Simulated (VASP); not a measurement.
Crystal: WC.

```xyz
2
Lattice="2.9635 0.0000 0.0000 -1.4818 2.5665 0.0000 0.0000 0.0000 2.8922" Properties=species:S:1:pos:R:3 pbc="T T T"
W     0.0000    0.0000    0.0000
C     1.4818    0.8555    1.4461
```

Base run:

| Quantity | Value |
| --- | --- |
| Program | VASP 6.6.1 |
| Functional | LDA |
| Potentials or basis | VASP PAW LDA potentials, release 64 (W_sv, C) |
| Cutoff | 520 eV |
| k mesh | 10 × 10 × 9 |
| Occupations | fermi-dirac, width 0.05 eV |
| Spin | no spin polarisation |

Its results: band gap on the k mesh zero (bands 9 and 10 overlap by 1.14 eV); pressure -27.5 GPa.

The run is repeated on the same cell with these changes: functional from LDA to r2SCAN; potentials or basis from VASP PAW LDA potentials, release 64 (W_sv, C) to VASP PAW PBE potentials, release 64 (W_sv, C_h); cutoff from 520 eV to 910 eV. What comes out?

Band gap on the k mesh zero (bands 9 and 10 overlap by 1.13 eV); pressure -18.4 GPa.

Caveats: the cell stands under tension; spin-orbit coupling is left out, which moves the levels of the heavy elements; the cutoff is under 1.25 times the usual one of these potentials, so pressure, stress and relaxed cells hold a basis-set (Pulay) error (at least some runs); the PAW data sets were made with another functional, which shifts forces and pressure a little (at least some runs).
